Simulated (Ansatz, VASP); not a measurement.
**HfN: VASP beside Ansatz**

```xyz
2
Lattice="0.0000 2.3935 2.4548 2.5162 0.0000 2.4548 2.5162 2.3935 0.0000" Properties=species:S:1:pos:R:3 pbc="T T T"
Hf    0.0000    0.0000    0.0000
N     3.7743    3.5902    3.6822
```

Change from the starting cell: strain +0.0250 x Voigt [1, -1, 0, 0, 0, 0], atoms carried along.

Alike in both runs: task single point; functional PBEsol; k mesh 16 × 16 × 16; occupations gaussian, width 0.15 eV; no spin polarisation.

|  | VASP | Ansatz |
| --- | --- | --- |
| version | VASP 6.6.1 | Ansatz 0.2.0 |
| potentials or method | VASP PAW PBE potentials, release 64 (Hf_pv, N), cutoff 520 eV | scalar-relativistic, plane waves, PAW |
| valence electrons in the cell | 15 | 31 |

```tsv
	VASP	Ansatz	Ansatz less VASP
gap on the k mesh at the Fermi level (eV)	none	none	-
pressure (GPa)	-5.9	-5.0	+0.90
traceless stress, the component that is largest in VASP (GPa)	-3.91	-3.91	+0.002
```

VASP's potentials were made for PBE, not for PBEsol. A gap of «none» marks a metal or a gap that the smearing closes. VASP's potentials hold 15 valence electrons a cell and Ansatz's 31, so a difference there can come from the potentials and not from the codes.

Neither program's run includes spin-orbit coupling.
